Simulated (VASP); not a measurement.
# BaS (P6_3/mmc) in VASP: notebook

Runs on BaS. Level: PBE. Tasks: single point.

Everything below comes from runs of VASP 6.6.1. Logs are shortened: lines on timing, memory, paths and dates and some standing lists are left out, and cuts for length are marked.

### Step 1. The cell of the first run

The structure is hexagonal, space group P6_3/mmc (No. 194). Conventional cell: a = 4.413 Å, b = 4.413 Å, c = 7.755 Å, α = 90.00°, β = 90.00°, γ = 120.00°. Within 4.2 Å of Ba (site symmetry -6m2) lie 6 S at 3.20 Å. S (site symmetry -3m) has 6 Ba at 3.20 Å and 2 S at 3.88 Å within 4.2 Å.

### Step 2. Single point, PBE

INCAR

```
PREC = Accurate
ENCUT = 520
EDIFF = 1E-6
ISMEAR = 0
SIGMA = 0.02
LREAL = False
LASPH = True
NELM = 60
ALGO = Normal
ISIF = 2
LWAVE = False
LCHARG = True
GGA = PE
LELF = True
LVHAR = True
NBANDS = 24
```

KPOINTS

```
Automatic mesh
0
Gamma
  9 9 6
```

POSCAR

```
BaS
1.0
    4.4132395063      0.0000000000      0.0000000000
   -2.2066197532      3.8219775255      0.0000000000
    0.0000000000      0.0000000000      7.7548632055
Ba S
2 2
Direct
    0.0000000000      0.0000000000      0.0000000000
    0.3333333333      0.6666666667      0.5000000000
    0.6666666667      0.3333333333      0.2500000000
    0.6666666667      0.3333333333      0.7500000000
```

Potentials or basis: VASP PAW PBE potentials, release 64 (Ba_sv, S).

Launch:

```sh
$ cat potpaw_PBE.64/Ba_sv/POTCAR potpaw_PBE.64/S/POTCAR > POTCAR
$ mpirun -np 1 vasp_std > vasp.out
```

OUTCAR:

```text
PREC = Accurate
   ENCUT = 520
   EDIFF = 1E-6
   ISMEAR = 0
   LREAL = False
   LASPH = True
   NELM = 60
   ISIF = 2
   GGA = PE

 ion  position               nearest neighbor table
   1  0.000  0.000  0.000-   3 3.20   4 3.20   3 3.20   4 3.20   3 3.20   4 3.20   2 4.64   2 4.64
                             2 4.64   2 4.64   2 4.64   2 4.64
   2  0.333  0.667  0.500-   3 3.20   4 3.20   3 3.20   4 3.20   3 3.20   4 3.20   1 4.64   1 4.64
                             1 4.64   1 4.64   1 4.64   1 4.64
   3  0.667  0.333  0.250-   2 3.20   1 3.20   2 3.20   1 3.20   1 3.20   2 3.20
   4  0.667  0.333  0.750-   2 3.20   1 3.20   2 3.20   1 3.20   1 3.20   2 3.20

  LATTYP: Found a hexagonal cell.
 ALAT       =     4.4132395063
 C/A-ratio  =     1.7571815884

  Lattice vectors:

 A1 = (   4.4132395063,   0.0000000000,   0.0000000000)
 A2 = (  -2.2066197532,   3.8219775255,   0.0000000000)
 A3 = (   0.0000000000,   0.0000000000,   7.7548632055)

Analysis of symmetry for initial positions (statically):
=====================================================================
 Subroutine PRICEL returns:
 Original cell was already a primitive cell.

 Routine SETGRP: Setting up the symmetry group for a
 hexagonal supercell.

 Subroutine GETGRP returns: Found 24 space group operations
 (whereof 12 operations were pure point group operations)
 out of a pool of 24 trial point group operations.

The static configuration has the point symmetry D_3h.
 The point group associated with its full space group is D_6h.

Analysis of symmetry for dynamics (positions and initial velocities):
=====================================================================
 Subroutine PRICEL returns:
 Original cell was already a primitive cell.

 Routine SETGRP: Setting up the symmetry group for a
 hexagonal supercell.

 Subroutine GETGRP returns: Found 24 space group operations
 (whereof 12 operations were pure point group operations)
 out of a pool of 24 trial point group operations.

The dynamic configuration has the point symmetry D_3h.
 The point group associated with its full space group is D_6h.

 Subroutine INISYM returns: Found 24 space group operations
 (whereof 12 operations are pure point group operations),
 and found     1 'primitive' translations

----------------------------------------------------------------------------------------

[... 95 lines left out ...]
   NELM   =     60;   NELMIN=  2; NELMDL= -5     # of ELM steps
   EDIFF  = 0.1E-05   stopping-criterion for ELM
   LREAL  =      F    real-space projection
   EDIFFG = 0.1E-04   stopping-criterion for IOM
   NSW    =      0    number of steps for IOM
   IBRION =     -1    ionic relax: 0-MD 1-quasi-New 2-CG
   NFREE  =      0    steps in history (QN), initial steepest desc. (CG)
   ISIF   =      2    stress and relaxation
   ISYM   =      2    0-nonsym 1-usesym 2-fastsym
   POTIM  = 0.5000    time-step for ionic-motion
   TEBEG  =    0.0;   TEEND  =   0.0 temperature during run
   PSTRESS=    0.0 pullay stress
   NELECT =      32.0000    total number of electrons
   NUPDOWN=      -1.0000    fix difference up-down
   EMIN   =  10.00;   EMAX   =-10.00  energy-range for DOS
   EFERMI =   0.00;   METHOD = LEGACY
   ISMEAR =     0;   SIGMA  =   0.02  broadening in eV -4-tet -1-fermi 0-gaus
   EFERMI_NEDOS =   21; number of points for ismear=-14 and -15
   IALGO  =     38    algorithm
   IMIX   =      4    mixing-type and parameters
     AMIX     =   0.40;   BMIX     =  1.00
     AMIX_MAG =   1.60;   BMIX_MAG =  1.00
  volume/ion in A,a.u.               =      32.70       220.68
  Fermi-wavevector in a.u.,A,eV,Ry     =   1.023886  1.934864 14.263564  1.048342
  Thomas-Fermi vector in A             =   2.157643
   LORBIT       =      0    0 simple, 1 ext, 2 COOP (PROOUT), +10 PAW based schemes
   GGA     = PE    functional components
   LHFCALC =     F    Hartree Fock is set to
   AEXX    =    0.0000 exact exchange contribution
   IVDW    =     0    specifies the selected vdW correction
   LEPSILON=     F    determine dielectric tensor
   LRPA    =     F    only Hartree local field effects (RPA)
 non-spin polarized calculation
 Gauss-broadening in eV      SIGMA  =   0.02
  energy-cutoff  :      520.00
  volume of cell :      130.80
 maximum number of plane-waves:      3552
 NGX is ok and might be reduce to    36

 number of electron      32.0000000 magnetization

 Free energy of the ion-electron system (eV)
  ---------------------------------------------------
  ext. energy  EPLUGINS =         0.00000000
  ---------------------------------------------------
  free energy    TOTEN  =       -20.13797377 eV

  energy without entropy =      -20.13797377  energy(sigma->0) =      -20.13797377

 E-fermi :   2.1062     XC(G=0):  -8.5937

 val. band max:        1.9551404313   @ k =   0.0000   0.0000   0.0000
 cond. band min:       3.8847767009   @ k =   0.4444   0.0000   0.0000
 fundamental gap:      1.9296362696
 Fermi energy:         2.1062365758

 k-point     1 :       0.0000    0.0000    0.0000
  band No.  band energies     occupation
      1     -24.6822      2.00000
      2     -24.6494      2.00000
      3     -10.7922      2.00000
      4      -9.7562      2.00000
      5      -9.7562      2.00000
      6      -9.7329      2.00000
[... 637 lines left out ...]
     23       8.3003      0.00000
     24       8.3003      0.00000

 [... further k-points ...]

------------------------ aborting loop because EDIFF is reached ----------------------------------------

  FORCE on cell =-STRESS in cart. coord.  units (eV):
  Direction    XX          YY          ZZ          XY          YZ          ZX
  --------------------------------------------------------------------------------------
  -------------------------------------------------------------------------------------
  Total        0.4628735      0.4628735      0.4837998     -0.0000000      0.0000000     -0.0000000
  in kB        5.6696098      5.6696098      5.9259296     -0.0000000      0.0000000     -0.0000000
  external PRESSURE =       5.7550497 kB  Pullay stress =       0.0000000 kB

 VOLUME and BASIS-vectors are now :
 -----------------------------------------------------------------------------
  energy-cutoff  :      520.00
  volume of cell :      130.80
      direct lattice vectors                 reciprocal lattice vectors
     4.413239506  0.000000000  0.000000000     0.226590920  0.130822329  0.000000000
    -2.206619753  3.821977525  0.000000000     0.000000000  0.261644657  0.000000000
     0.000000000  0.000000000  7.754863206     0.000000000  0.000000000  0.128951340

 POSITION                                       TOTAL-FORCE (eV/Angst)
 -----------------------------------------------------------------------------------
      0.00000      0.00000      0.00000        -0.000000      0.000000      0.000000
     -0.00000      2.54799      3.87743        -0.000000      0.000000      0.000000
      2.20662      1.27399      1.93872         0.000000      0.000000      0.000000
      2.20662      1.27399      5.81615        -0.000000      0.000000     -0.000000
 -----------------------------------------------------------------------------------
    total drift:                               -0.000000      0.000000     -0.000000

  FREE ENERGIE OF THE ION-ELECTRON SYSTEM (eV)
  ---------------------------------------------------
  free  energy   TOTEN  =       -20.1379737706 eV

  energy  without entropy=      -20.1379737706  energy(sigma->0) =      -20.13797377
```

OSZICAR:

```text
N       E                     dE             d eps       ncg     rms          rms(c)
DAV:   1     0.200914594575E+03    0.20091E+03   -0.13758E+04  2304   0.116E+03
DAV:   2    -0.707758997163E+01   -0.20799E+03   -0.19419E+03  3160   0.212E+02
DAV:   3    -0.208763189660E+02   -0.13799E+02   -0.13684E+02  3200   0.583E+01
DAV:   4    -0.212671115104E+02   -0.39079E+00   -0.39053E+00  3560   0.924E+00
DAV:   5    -0.212713899622E+02   -0.42785E-02   -0.42774E-02  3064   0.953E-01    0.684E+00
DAV:   6    -0.201298935371E+02    0.11415E+01   -0.23827E+00  2784   0.647E+00    0.477E+00
DAV:   7    -0.201124240819E+02    0.17469E-01   -0.79013E-01  3352   0.345E+00    0.278E+00
DAV:   8    -0.201254844795E+02   -0.13060E-01   -0.70215E-02  2680   0.130E+00    0.106E+00
DAV:   9    -0.201353757329E+02   -0.98913E-02   -0.21488E-02  2800   0.883E-01    0.217E-01
DAV:  10    -0.201362868604E+02   -0.91113E-03   -0.13502E-03  2896   0.192E-01    0.109E-01
DAV:  11    -0.201378367813E+02   -0.15499E-02   -0.15290E-03  2512   0.217E-01    0.773E-02
DAV:  12    -0.201379711862E+02   -0.13440E-03   -0.31507E-04  2896   0.836E-02    0.169E-02
DAV:  13    -0.201379724911E+02   -0.13049E-05   -0.12790E-05  3232   0.163E-02    0.334E-03
DAV:  14    -0.201379740207E+02   -0.15296E-05   -0.29181E-06  2480   0.830E-03    0.527E-03
DAV:  15    -0.201379737706E+02    0.25010E-06   -0.42662E-07  2160   0.365E-03
   1 F= -.20137974E+02 E0= -.20137974E+02  d E =-.378802E-29
```

Wall time 2.1 min (1 thread of Intel Xeon Platinum 8259CL at 2.50GHz (Skylake/Cascade Lake), shared host); peak memory 0.34 GiB.

Results:

```yaml
Free_energy: -20.1380 eV
Pressure: 0.6 GPa
Band_gap_on_the_k_mesh: 1.93 eV (least direct gap 2.22 eV)
```

Levels at points of the mesh, in eV from the valence-band top:
| k point | band 12 | band 13 | band 14 | band 15 | band 16 | band 17 | band 18 | band 19 | band 20 | band 21 |
| --- | --- | --- | --- | --- | --- | --- | --- | --- | --- | --- |
| (0.00, 0.00, 0.00) | -1.00 | -1.00 | -0.78 | -0.78 | 0.00 | 2.74 | 2.95 | 3.59 | 3.59 | 4.12 |
| (0.00, 0.00, 0.50) | -1.54 | -0.92 | -0.92 | -0.92 | -0.92 | 3.95 | 3.95 | 4.01 | 4.01 | 4.62 |

Caveat: spin-orbit coupling is left out, which moves the levels of the heavy elements; an odd mesh through Γ misses points on the zone boundary, where band edges can lie.

### Step 3. Single point, PBE

This run uses another cell than the first one, of 33.39 Å³/atom.

INCAR

```
SYSTEM = BaS
PREC = Accurate
ENCUT = 520
EDIFF = 1E-6
ISMEAR = 0
SIGMA = 0.02
LREAL = .False.
LASPH = .True.
NELM = 80
ALGO = Normal
ISIF = 2
LWAVE = .False.
LCHARG = .False.
GGA = PE
NBANDS = 24
```

KPOINTS

```
Automatic mesh
0
Gamma
  9 9 6
  0 0 0
```

POSCAR

```
BaS
1.0
    4.4453171965      0.0000000000      0.0000000000
   -2.2226585982      3.8497576200      0.0000000000
    0.0000000000      0.0000000000      7.8049124711
Ba S
2 2
Direct
    0.0000000000      0.0000000000      0.0000000000
    0.0000000000      0.0000000000      0.5000000000
    0.3333333333      0.6666666667      0.2500000000
    0.6666666667      0.3333333333      0.7500000000
```

Potentials or basis: VASP PAW PBE potentials, release 64 (Ba_sv, S).

Launch:

```sh
$ cat potpaw_PBE.64/Ba_sv/POTCAR potpaw_PBE.64/S/POTCAR > POTCAR
$ mpirun -np 1 vasp_std > vasp.out
```

OUTCAR:

```text
SYSTEM = BaS
   PREC = Accurate
   ENCUT = 520
   EDIFF = 1E-6
   ISMEAR = 0
   LREAL = .False.
   LASPH = .True.
   NELM = 80
   ISIF = 2
   GGA = PE

 ion  position               nearest neighbor table
   1  0.000  0.000  0.000-   3 3.22   4 3.22   3 3.22   4 3.22   4 3.22   3 3.22   2 3.90   2 3.90

   2  0.000  0.000  0.500-   3 3.22   4 3.22   3 3.22   4 3.22   4 3.22   3 3.22   1 3.90   1 3.90

   3  0.333  0.667  0.250-   1 3.22   2 3.22   1 3.22   2 3.22   1 3.22   2 3.22
   4  0.667  0.333  0.750-   1 3.22   2 3.22   1 3.22   2 3.22   1 3.22   2 3.22

  LATTYP: Found a hexagonal cell.
 ALAT       =     4.4453171965
[... 851 lines left out ...]
  -------------------------------------------------------------------------------------
  Total        0.4606434      0.4606434      0.5884965      0.0000000     -0.0000000      0.0000000
  in kB        5.5254960      5.5254960      7.0591153      0.0000000     -0.0000000      0.0000000
  external PRESSURE =       6.0367025 kB  Pullay stress =       0.0000000 kB

 VOLUME and BASIS-vectors are now :
 -----------------------------------------------------------------------------
  energy-cutoff  :      520.00
  volume of cell :      133.57
      direct lattice vectors                 reciprocal lattice vectors
     4.445317196  0.000000000  0.000000000     0.224955826  0.129878306  0.000000000
    -2.222658598  3.849757620  0.000000000     0.000000000  0.259756613  0.000000000
     0.000000000  0.000000000  7.804912471     0.000000000  0.000000000  0.128124435

 POSITION                                       TOTAL-FORCE (eV/Angst)
 -----------------------------------------------------------------------------------
      0.00000      0.00000      0.00000        -0.000000      0.000000     -0.000000
      0.00000      0.00000      3.90246        -0.000000      0.000000     -0.000000
     -0.00000      2.56651      1.95123        -0.000000      0.000000      0.000000
      2.22266      1.28325      5.85368         0.000000     -0.000000     -0.000000
 -----------------------------------------------------------------------------------
    total drift:                               -0.000000      0.000000     -0.000000

  FREE ENERGIE OF THE ION-ELECTRON SYSTEM (eV)
  ---------------------------------------------------
  free  energy   TOTEN  =       -19.9713566229 eV

  energy  without entropy=      -19.9713566229  energy(sigma->0) =      -19.97135662
```

OSZICAR:

```text
N       E                     dE             d eps       ncg     rms          rms(c)
DAV:   1     0.202769791319E+03    0.20277E+03   -0.13629E+04  2304   0.115E+03
DAV:   2    -0.640683486911E+01   -0.20918E+03   -0.19576E+03  3160   0.214E+02
DAV:   3    -0.205793179876E+02   -0.14172E+02   -0.14058E+02  3272   0.594E+01
DAV:   4    -0.209931575854E+02   -0.41384E+00   -0.41344E+00  3568   0.944E+00
DAV:   5    -0.209978263035E+02   -0.46687E-02   -0.46684E-02  3072   0.928E-01    0.663E+00
DAV:   6    -0.199322647438E+02    0.10656E+01   -0.24111E+00  2800   0.650E+00    0.460E+00
DAV:   7    -0.199435687225E+02   -0.11304E-01   -0.74793E-01  3344   0.334E+00    0.278E+00
DAV:   8    -0.199618772968E+02   -0.18309E-01   -0.73093E-02  2688   0.129E+00    0.898E-01
DAV:   9    -0.199692901478E+02   -0.74129E-02   -0.19978E-02  3000   0.811E-01    0.178E-01
DAV:  10    -0.199704104253E+02   -0.11203E-02   -0.12536E-03  2816   0.196E-01    0.889E-02
DAV:  11    -0.199713051716E+02   -0.89475E-03   -0.10073E-03  2712   0.180E-01    0.586E-02
DAV:  12    -0.199713573225E+02   -0.52151E-04   -0.19049E-04  3304   0.634E-02    0.245E-02
DAV:  13    -0.199713561633E+02    0.11592E-05   -0.76529E-06  2960   0.127E-02    0.683E-03
DAV:  14    -0.199713566229E+02   -0.45958E-06   -0.11419E-06  2376   0.535E-03
   1 F= -.19971357E+02 E0= -.19971357E+02  d E =-.312150E-39
```

Wall time 2.2 min (1 thread of Intel Xeon Platinum 8259CL at 2.50GHz (Skylake/Cascade Lake), shared host); peak memory 0.34 GiB.

What came out:

```yaml
Free_energy: -19.9714 eV
Pressure: 0.6 GPa
Band_gap_on_the_k_mesh: 2.32 eV
```

Stress tensor (GPa, compression positive):
```
0.55 0.00 0.00
0.00 0.55 0.00
0.00 0.00 0.71
```

Caveat: spin-orbit coupling is left out, which moves the levels of the heavy elements; an odd mesh through Γ misses points on the zone boundary, where band edges can lie.

### Step 4. Single point, PBE

This run uses another cell than the first one: it holds 8 atoms, not 4.

INCAR

```
  PREC = Accurate
  ENCUT = 520
  EDIFF = 1E-7
  ISMEAR = 0
  SIGMA = 0.02
  LREAL = F
  LASPH = T
  NELM = 60
  ALGO = Normal
  ISIF = 2
  LWAVE = F
  LCHARG = F
  GGA = PE
  NBANDS = 42
```

KPOINTS

```
regular mesh
0
Gamma
  9 9 3
```

POSCAR

```
BaS
1.0
    4.4774782092      0.0000000000      0.0000000000
   -2.2387391046      3.8776098741      0.0000000000
    0.0000000000      0.0000000000     15.1992220048
Ba S
4 4
Direct
    0.0000000000      0.0000000000      0.0000000000
    0.3333333333      0.6666666667      0.2500000000
    0.0000000000      0.0000000000      0.5000000000
    0.6666666667      0.3333333333      0.7500000000
    0.6666666667      0.3333333333      0.1235300062
    0.6666666667      0.3333333333      0.3764699938
    0.3333333333      0.6666666667      0.6235300062
    0.3333333333      0.6666666667      0.8764699938
```

Launch:

```sh
$ cat potpaw_PBE.64/Ba_sv/POTCAR potpaw_PBE.64/S/POTCAR > POTCAR
$ mpirun -np 1 vasp_std > vasp.out
```

Wall time 6.4 min (1 thread of Intel Xeon Platinum 8259CL at 2.50GHz (Skylake/Cascade Lake), shared host); peak memory 0.51 GiB.

Results (log left out):

| Quantity | Value |
| --- | --- |
| Free energy | -40.5140 eV |
| Pressure | 0.6 GPa |
| Band gap on the k mesh | 2.06 eV (least direct gap 2.27 eV) |

Levels at points of the mesh, in eV from the valence-band top:
```tsv
k point	band 29	band 30	band 31	band 32	band 33	band 34	band 35	band 36
(0.00, 0.00, 0.00)	-0.56	-0.42	-0.42	0.00	3.06	3.36	3.78	3.81
```

Caveat: spin-orbit coupling is left out, which moves the levels of the heavy elements; an odd mesh through Γ misses points on the zone boundary, where band edges can lie.

### Step 5. Overview

| cell | k mesh | gap on the mesh (eV) | pressure (GPa) |
| --- | --- | --- | --- |
| a = 4.413, b = 4.413, c = 7.755 Å, angles 90.0, 90.0, 120.0°, 4 atoms, atomic positions A | 9 × 9 × 6 | 1.93 | 0.6 |
| a = 4.445, b = 4.445, c = 7.805 Å, angles 90.0, 90.0, 120.0°, 4 atoms, atomic positions B | 9 × 9 × 6 | 2.32 | 0.6 |
| a = 4.477, b = 4.477, c = 15.199 Å, angles 90.0, 90.0, 120.0°, 8 atoms, atomic positions C | 9 × 9 × 3 | 2.06 | 0.6 |

Alike in all rows: task single point; level PBE; potentials or basis VASP PAW PBE potentials, release 64 (Ba_sv, S); no spin polarisation; cutoff (eV) 520; smearing gaussian 0.02 eV.

Caveats: spin-orbit coupling is left out, which moves the levels of the heavy elements; an odd mesh through Γ misses points on the zone boundary, where band edges can lie.

Absolute energies hang on the potentials; compare differences alone.
